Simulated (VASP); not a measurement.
# BeCd2Se3 (P4mm) in VASP: a series of runs

BeCd2Se3 is run at these levels: PBE; tasks: single point.

All numbers are computed with VASP 6.6.1; they aren't measurements. Logs are shortened: lines on timing, memory, paths and dates and some standing lists are left out, and cuts for length are marked.

### 1 The cell of the first run

Symmetry: P4mm, No. 99, tetragonal system. Conventional cell: a = 4.483 Å, b = 4.483 Å, c = 6.665 Å, α = 90.00°, β = 90.00°, γ = 90.00°. Within 2.9 Å of Be (site symmetry 4mm) lie 5 Se at 2.19 to 2.41 Å. Cd (site symmetry 4mm) has 1 Cd at 2.77 Å and 8 Se at 2.85 to 3.65 Å within 3.7 Å. Within 3.7 Å of Cd (site symmetry 4mm) lie 1 Cd at 2.77 Å and 8 Se at 3.09 to 3.31 Å and 4 Be at 3.40 Å. Within 2.9 Å of Se (site symmetry 4mm) lie 1 Be at 2.19 Å. Within 3.2 Å of Se (site symmetry 2mm) lie 2 Be at 2.41 Å and 4 Cd at 2.85 to 3.09 Å and 4 Se at 3.17 Å.

The cell was generated, and may not be a known phase.

### 2 Single point, PBE

INCAR reads:

```
SYSTEM = BeCd2Se3
PREC     = Accurate       ! precision mode
ENCUT    = 520            ! plane-wave cutoff, eV
EDIFF    = 1E-6           ! SCF threshold, eV
ISMEAR   = 0              ! smearing method
SIGMA    = 0.1            ! smearing width, eV
LREAL    = .False.        ! projectors in reciprocal space
LASPH    = .True.         ! aspherical terms in the spheres
NELM     = 100            ! most SCF steps
ALGO     = Normal         ! electronic algorithm
ISIF     = 2              ! what is computed and relaxed
LWAVE    = .False.        ! write WAVECAR
LCHARG   = .False.        ! write CHGCAR
GGA      = PE             ! functional
NBANDS   = 31             ! bands
```

KPOINTS reads:

```
Automatic mesh
0
Gamma
  4 4 4
  0 0 0
```

POSCAR reads:

```
BeCd2Se3
1.0
    4.4829214588      0.0000000000      0.0000000000
    0.0000000000      4.4829214588      0.0000000000
    0.0000000000      0.0000000000      6.6645356069
Be Cd Se
1 2 3
Direct
    0.0000000000      0.0000000000      0.6316059329
    0.5000000000      0.5000000000      1.0307375277
    0.5000000000      0.5000000000      0.4467852624
    0.0000000000      0.0000000000      0.3032634551
    0.5000000000      0.0000000000      0.7662019110
    0.0000000000      0.5000000000      0.7662019110
```

Potentials or basis: VASP PAW PBE potentials, release 64 (Be, Cd, Se).

On the command line:

```console
> cat potpaw_PBE.64/Be/POTCAR potpaw_PBE.64/Cd/POTCAR potpaw_PBE.64/Se/POTCAR > POTCAR
> mpirun -np 1 vasp_std > vasp.out
```

OUTCAR:

```text
SYSTEM = BeCd2Se3
   PREC = Accurate
   ENCUT = 520
   EDIFF = 1E-6
   ISMEAR = 0
   LREAL = .False.
   LASPH = .True.
   NELM = 100
   ISIF = 2
   GGA = PE

 ion  position               nearest neighbor table
   1  0.000  0.000  0.632-   4 2.19   5 2.41   6 2.41   6 2.41   5 2.41
   2  0.500  0.500  0.031-   3 2.77   5 2.85   6 2.85   5 2.85   6 2.85
   3  0.500  0.500  0.447-   2 2.77   5 3.09   6 3.09   5 3.09   6 3.09
   4  0.000  0.000  0.303-   1 2.19
   5  0.500  0.000  0.766-   1 2.41   1 2.41   2 2.85   2 2.85   3 3.09   3 3.09
   6  0.000  0.500  0.766-   1 2.41   1 2.41   2 2.85   2 2.85   3 3.09   3 3.09

  LATTYP: Found a simple tetragonal cell.
 ALAT       =     4.4829214588
 C/A-ratio  =     1.4866500937

  Lattice vectors:

 A1 = (   4.4829214588,   0.0000000000,   0.0000000000)
 A2 = (   0.0000000000,   4.4829214588,   0.0000000000)
 A3 = (   0.0000000000,   0.0000000000,   6.6645356069)

Analysis of symmetry for initial positions (statically):
=====================================================================
 Subroutine PRICEL returns:
 Original cell was already a primitive cell.

 Routine SETGRP: Setting up the symmetry group for a
 simple tetragonal supercell.

 Subroutine GETGRP returns: Found  8 space group operations
 (whereof  8 operations were pure point group operations)
 out of a pool of 16 trial point group operations.

The static configuration has the point symmetry C_4v.

Analysis of symmetry for dynamics (positions and initial velocities):
=====================================================================
 Subroutine PRICEL returns:
 Original cell was already a primitive cell.

 Routine SETGRP: Setting up the symmetry group for a
 simple tetragonal supercell.

 Subroutine GETGRP returns: Found  8 space group operations
 (whereof  8 operations were pure point group operations)
 out of a pool of 16 trial point group operations.

The dynamic configuration has the point symmetry C_4v.

 Subroutine INISYM returns: Found  8 space group operations
 (whereof  8 operations are pure point group operations),
 and found     1 'primitive' translations

----------------------------------------------------------------------------------------

                                     Primitive cell

  volume of cell :     133.9344

  direct lattice vectors                    reciprocal lattice vectors
     4.482921459  0.000000000  0.000000000     0.223068820  0.000000000  0.000000000
     0.000000000  4.482921459  0.000000000     0.000000000  0.223068820  0.000000000
     0.000000000  0.000000000  6.664535607     0.000000000  0.000000000  0.150047964

  length of vectors
     4.482921459  4.482921459  6.664535607     0.223068820  0.223068820  0.150047964

  position of ions in fractional coordinates (direct lattice)
     0.000000000  0.000000000  0.631605933
     0.500000000  0.500000000  0.030737528
     0.500000000  0.500000000  0.446785262
     0.000000000  0.000000000  0.303263455
     0.500000000  0.000000000  0.766201911
     0.000000000  0.500000000  0.766201911

  ion indices of the primitive-cell ions
   primitive index   ion index
                 1           1
                 2           2
                 3           3
                 4           4
                 5           5
                 6           6

----------------------------------------------------------------------------------------

 KPOINTS: Automatic mesh

Automatic generation of k-mesh.
 Grid dimensions read from file:
 generate k-points for:    4    4    4

 Generating k-lattice:

  Cartesian coordinates                     Fractional coordinates (reciprocal lattice)
     0.055767205  0.000000000  0.000000000     0.250000000  0.000000000  0.000000000
     0.000000000  0.055767205  0.000000000     0.000000000  0.250000000  0.000000000
     0.000000000  0.000000000  0.037511991     0.000000000  0.000000000  0.250000000

  Length of vectors
     0.055767205  0.055767205  0.037511991

  Shift w.r.t. Gamma in fractional coordinates (k-lattice)
     0.000000000  0.000000000  0.000000000

 Subroutine IBZKPT returns following result:
 ===========================================

 Found     18 irreducible k-points:

 Following reciprocal coordinates:
            Coordinates               Weight
  0.000000  0.000000  0.000000      1.000000
  0.250000  0.000000  0.000000      4.000000
  0.500000  0.000000  0.000000      2.000000
  0.250000  0.250000  0.000000      4.000000
  0.500000  0.250000  0.000000      4.000000
  0.500000  0.500000  0.000000      1.000000
[... 10 lines left out ...]
  0.500000  0.250000  0.500000      4.000000
  0.500000  0.500000  0.500000      1.000000
   k-points           NKPTS =     18   k-points in BZ     NKDIM =     18   number of bands    NBANDS=     31
   number of dos      NEDOS =    301   number of ions     NIONS =      6
   total plane-waves  NPLWV =  64800
   dimension x,y,z NGX =    36 NGY =   36 NGZ =   50
   dimension x,y,z NGXF=    72 NGYF=   72 NGZF=  100
   ions per type =               1   2   3
   NGX,Y,Z   is equivalent  to a cutoff of  13.35, 13.35, 12.47 a.u.
   NGXF,Y,Z  is equivalent  to a cutoff of  26.70, 26.70, 24.94 a.u.
 SYSTEM =  BeCd2Se3
   PREC   = accura    normal or accurate (medium, high low for compatibility)
   ISTART =      0    job   : 0-new  1-cont  2-samecut
   ICHARG =      2    charge: 1-file 2-atom 10-const
   ISPIN  =      1    spin polarized calculation?
   LNONCOLLINEAR =      F non collinear calculations
   LSORBIT =      F    spin-orbit coupling
   LASPH  =      T    aspherical Exc in radial PAW
   ENCUT  =  520.0 eV  38.22 Ry    6.18 a.u.   8.34  8.34 12.39*2*pi/ulx,y,z
   NELM   =    100;   NELMIN=  2; NELMDL= -5     # of ELM steps
   EDIFF  = 0.1E-05   stopping-criterion for ELM
   LREAL  =      F    real-space projection
   EDIFFG = 0.1E-04   stopping-criterion for IOM
   NSW    =      0    number of steps for IOM
   IBRION =     -1    ionic relax: 0-MD 1-quasi-New 2-CG
   NFREE  =      0    steps in history (QN), initial steepest desc. (CG)
   ISIF   =      2    stress and relaxation
   ISYM   =      2    0-nonsym 1-usesym 2-fastsym
   POTIM  = 0.5000    time-step for ionic-motion
   TEBEG  =    0.0;   TEEND  =   0.0 temperature during run
   PSTRESS=    0.0 pullay stress
   NELECT =      44.0000    total number of electrons
   NUPDOWN=      -1.0000    fix difference up-down
   EMIN   =  10.00;   EMAX   =-10.00  energy-range for DOS
   EFERMI =   0.00;   METHOD = LEGACY
   ISMEAR =     0;   SIGMA  =   0.10  broadening in eV -4-tet -1-fermi 0-gaus
   EFERMI_NEDOS =   21; number of points for ismear=-14 and -15
   IALGO  =     38    algorithm
   IMIX   =      4    mixing-type and parameters
     AMIX     =   0.40;   BMIX     =  1.00
     AMIX_MAG =   1.60;   BMIX_MAG =  1.00
  volume/ion in A,a.u.               =      22.32       150.64
  Fermi-wavevector in a.u.,A,eV,Ry     =   1.129610  2.134652 17.361274  1.276018
  Thomas-Fermi vector in A             =   2.266303
   LORBIT       =      0    0 simple, 1 ext, 2 COOP (PROOUT), +10 PAW based schemes
   GGA     = PE    functional components
   LHFCALC =     F    Hartree Fock is set to
   AEXX    =    0.0000 exact exchange contribution
   IVDW    =     0    specifies the selected vdW correction
   LEPSILON=     F    determine dielectric tensor
   LRPA    =     F    only Hartree local field effects (RPA)
 non-spin polarized calculation
 Gauss-broadening in eV      SIGMA  =   0.10
  energy-cutoff  :      520.00
  volume of cell :      133.93
 maximum number of plane-waves:      3629
 NGX is ok and might be reduce to    36
   NGX = 17   NGY = 17   NGZ = 25

 number of electron      44.0000014 magnetization

 Free energy of the ion-electron system (eV)
  ---------------------------------------------------
  ext. energy  EPLUGINS =         0.00000000
  ---------------------------------------------------
  free energy    TOTEN  =       -16.49622327 eV

  energy without entropy =      -16.48428979  energy(sigma->0) =      -16.49025653

 E-fermi :   2.8239     XC(G=0):  -9.7096

 val. band max:        2.7722714741   @ k =   0.5000   0.2500   0.2500
 cond. band min:       2.8493113491   @ k =   0.0000   0.0000   0.5000
 fundamental gap:      0.0770398750
 Fermi energy:         2.8239128801

 k-point     1 :       0.0000    0.0000    0.0000
  band No.  band energies     occupation
      1     -11.4665      2.00000
      2      -9.3496      2.00000
      3      -8.8580      2.00000
      4      -6.2183      2.00000
      5      -6.0161      2.00000
      6      -6.0161      2.00000
[... 23 lines left out ...]
     30       8.9148      0.00000
     31       9.6494      0.00000

 k-point     2 :       0.2500    0.0000    0.0000
  band No.  band energies     occupation
      1     -11.1663      2.00000
      2      -9.3796      2.00000
      3      -9.2683      2.00000
      4      -6.2366      2.00000
      5      -5.9998      2.00000
      6      -5.8700      2.00000
[... 23 lines left out ...]
     30       8.9957      0.00000
     31       9.3020      0.00000

 k-point     3 :       0.5000    0.0000    0.0000
  band No.  band energies     occupation
      1     -10.3825      2.00000
      2     -10.3238      2.00000
      3      -9.2314      2.00000
      4      -6.2401      2.00000
      5      -5.9834      2.00000
      6      -5.6818      2.00000
[... 23 lines left out ...]
     30       8.5669      0.00000
     31       9.2934      0.00000

 k-point     4 :       0.2500    0.2500    0.0000
  band No.  band energies     occupation
      1     -10.9061      2.00000
      2      -9.5904      2.00000
      3      -9.2718      2.00000
      4      -6.2686      2.00000
      5      -5.8880      2.00000
      6      -5.8781      2.00000
[... 431 lines left out ...]
     30       9.0174      0.00000
     31       9.5332      0.00000

 k-point    17 :       0.5000    0.2500    0.5000
  band No.  band energies     occupation
      1     -10.2448      2.00000
      2     -10.2225      2.00000
      3      -9.2647      2.00000
      4      -6.1139      2.00000
      5      -5.9187      2.00000
      6      -5.8911      2.00000
[... 23 lines left out ...]
     30       8.8370      0.00000
     31       8.9726      0.00000

 k-point    18 :       0.5000    0.5000    0.5000
  band No.  band energies     occupation
      1     -10.1276      2.00000
      2     -10.1276      2.00000
      3      -9.2563      2.00000
      4      -6.1093      2.00000
      5      -5.9217      2.00000
      6      -5.9217      2.00000
[... 23 lines left out ...]
     30       8.9750      0.00000
     31      10.2198      0.00000

------------------------ aborting loop because EDIFF is reached ----------------------------------------

  FORCE on cell =-STRESS in cart. coord.  units (eV):
  Direction    XX          YY          ZZ          XY          YZ          ZX
  --------------------------------------------------------------------------------------
  -------------------------------------------------------------------------------------
  Total        0.1736164      0.1736164      0.3268615      0.0000000      0.0000000      0.0000000
  in kB        2.0768693      2.0768693      3.9100493      0.0000000      0.0000000      0.0000000
  external PRESSURE =       2.6879293 kB  Pullay stress =       0.0000000 kB

 VOLUME and BASIS-vectors are now :
 -----------------------------------------------------------------------------
  energy-cutoff  :      520.00
  volume of cell :      133.93
      direct lattice vectors                 reciprocal lattice vectors
     4.482921459  0.000000000  0.000000000     0.223068820  0.000000000  0.000000000
     0.000000000  4.482921459  0.000000000     0.000000000  0.223068820  0.000000000
     0.000000000  0.000000000  6.664535607     0.000000000  0.000000000  0.150047964

 POSITION                                       TOTAL-FORCE (eV/Angst)
 -----------------------------------------------------------------------------------
      0.00000      0.00000      4.20936        -0.000000      0.000000      0.041831
      2.24146      2.24146      0.20485        -0.000000     -0.000000      0.000845
      2.24146      2.24146      2.97762        -0.000000      0.000000     -0.003666
      0.00000      0.00000      2.02111        -0.000000      0.000000     -0.031176
      2.24146      0.00000      5.10638        -0.000000      0.000000     -0.003917
      0.00000      2.24146      5.10638         0.000000      0.000000     -0.003917
 -----------------------------------------------------------------------------------
    total drift:                                0.000000      0.000000      0.000295

  FREE ENERGIE OF THE ION-ELECTRON SYSTEM (eV)
  ---------------------------------------------------
  free  energy   TOTEN  =       -16.4962232654 eV

  energy  without entropy=      -16.4842897868  energy(sigma->0) =      -16.49025653
```

Wall time 75 s (1 thread of Intel Xeon Platinum 8259CL at 2.50GHz (Skylake/Cascade Lake), shared host); peak memory 0.27 GiB.

Results:

```
Free energy            : -16.4962 eV
Pressure               : 0.3 GPa
Largest force          : 0.042 eV/Å
Band gap on the k mesh : zero (bands 22 and 23 overlap by 1.21 eV)
```

Forces in eV/Å, atoms in the order of the input:
```
Be   0.000  0.000  0.042
Cd   0.000  0.000  0.001
Cd   0.000  0.000 -0.004
Se   0.000  0.000 -0.031
Se   0.000  0.000 -0.004
Se   0.000  0.000 -0.004
```

[end of part 1 of 2]

The gap in the log of VASP goes by the Fermi energy; the results here count the filled bands.